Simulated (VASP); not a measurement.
Write the native input for VASP 6.6.1 that does the following.

| Property | Result |
| --- | --- |
| Task | single point |
| Functional | r2SCAN |
| Potentials or basis | VASP PAW PBE potentials, release 64 (Ti_sv, N) |
| Cutoff | 520 eV |
| k mesh | 17 × 17 × 17 |
| Occupations | fermi-dirac, width 0.1 eV |
| Spin | no spin polarisation |
| Dipole correction | no |
| Further INCAR settings | ALGO = Normal; EDIFF = 1e-06; NBANDS = 16 |

TiN (rocksalt type):

```
Ti N
1.0
     0.00000    1.96485    1.96485
     1.96485    0.00000    1.96485
     1.96485    1.96485    0.00000
Ti N
1 1
Direct
  0.00000 0.00000 0.00000
  0.50000 0.50000 0.50000
```

This cell differs from its parent crystal: volume scaled by 0.8.

The input as run:

POSCAR

```
TiN
1.0
    0.0000000000      1.9648496030      1.9648496030
    1.9648496030      0.0000000000      1.9648496030
    1.9648496030      1.9648496030      0.0000000000
Ti N
1 1
Direct
    0.0000000000      0.0000000000      0.0000000000
    0.5000000000      0.5000000000      0.5000000000
```

INCAR.step1

```
SYSTEM = TiN
PREC     = Accurate       ! precision mode
ENCUT    = 520            ! plane-wave cutoff, eV
ISMEAR   = -1             ! smearing method
SIGMA    = 0.1            ! smearing width, eV
LREAL    = .False.        ! projectors in reciprocal space
LASPH    = .True.         ! aspherical terms in the spheres
NELM     = 80             ! most SCF steps
NBANDS   = 16             ! bands
GGA      = PE             ! functional
ALGO     = Normal         ! electronic algorithm
EDIFF    = 1E-4           ! SCF threshold, eV
LWAVE    = .True.         ! write WAVECAR
LCHARG   = .False.        ! write CHGCAR
```

INCAR.step2

```
SYSTEM = TiN
PREC     = Accurate       ! precision mode
ENCUT    = 520            ! plane-wave cutoff, eV
EDIFF    = 1E-6           ! SCF threshold, eV
ISMEAR   = -1             ! smearing method
SIGMA    = 0.1            ! smearing width, eV
LREAL    = .False.        ! projectors in reciprocal space
LASPH    = .True.         ! aspherical terms in the spheres
NELM     = 80             ! most SCF steps
ALGO     = Normal         ! electronic algorithm
ISIF     = 2              ! what is computed and relaxed
LWAVE    = .False.        ! write WAVECAR
LCHARG   = .False.        ! write CHGCAR
METAGGA  = R2SCAN         ! meta-GGA
LMIXTAU  = .True.       
NBANDS   = 16             ! bands
ISTART   = 1
```

KPOINTS

```
regular mesh
0
Gamma
  17 17 17
  0 0 0
```

Potentials or basis: VASP PAW PBE potentials, release 64 (Ti_sv, N).

Launch:

```bash
$ cat potpaw_PBE.64/Ti_sv/POTCAR potpaw_PBE.64/N/POTCAR > POTCAR
$ cp INCAR.step1 INCAR
$ mpirun -np 1 vasp_std > vasp.out
$ cp INCAR.step2 INCAR
$ mpirun -np 1 vasp_std > vasp.out
```

It gave:

```yaml
Pressure: 107.5 GPa
```

Caveat: the PAW data sets were made with another functional, which shifts forces and pressure a little.

Run time: 2.6 min on 1 thread of Intel(R) Xeon(R) Platinum 8259CL CPU @ 2.50GHz (Skylake/Cascade Lake) (shared host), peak memory 0.17 GiB.
